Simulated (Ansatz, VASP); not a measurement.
**BaTiO3: VASP beside Ansatz**

```xyz
5
Lattice="4.0411 0.0000 0.0000 0.0000 2.9138 2.9306 0.0000 -2.9138 2.9306" Properties=species:S:1:pos:R:3 pbc="T T T"
Ba    0.0000    0.0000    0.0493
Ti    2.0206    0.0000    3.0710
O     0.0000    0.0000    2.8742
O     2.0206   -1.4166    4.3200
O     2.0206    1.4166    4.3200
```

Alike in both runs: task single point; functional r2SCAN; k mesh 6 × 6 × 6; no spin polarisation.

|  | VASP | Ansatz |
| --- | --- | --- |
| version | VASP 6.6.1 | Ansatz 0.2.0 |
| potentials or method | VASP PAW PBE potentials, release 64 (Ba_sv, Ti_sv, O) | plane waves, PAW |
| plane-wave cutoff (eV) | 520 | 500 |
| occupations | gaussian, width 0.01 eV | fixed |
| valence electrons in the cell | 40 | 40 |

```tsv
	VASP	Ansatz	Ansatz less VASP
gap on the k mesh at the Fermi level (eV)	2.48	2.49	+0.010
pressure (GPa)	-7.3	-8.9	-1.56
traceless stress, the component that is largest in VASP (GPa)	0.30	0.32	+0.027
rms of the force components (eV/Å)	0.191	0.249	+0.0583
```

VASP's potentials were made for PBE, not for r2SCAN. Atom by atom the forces differ by 0.060 eV/Å (rms over components).

Spin-orbit coupling is off throughout.
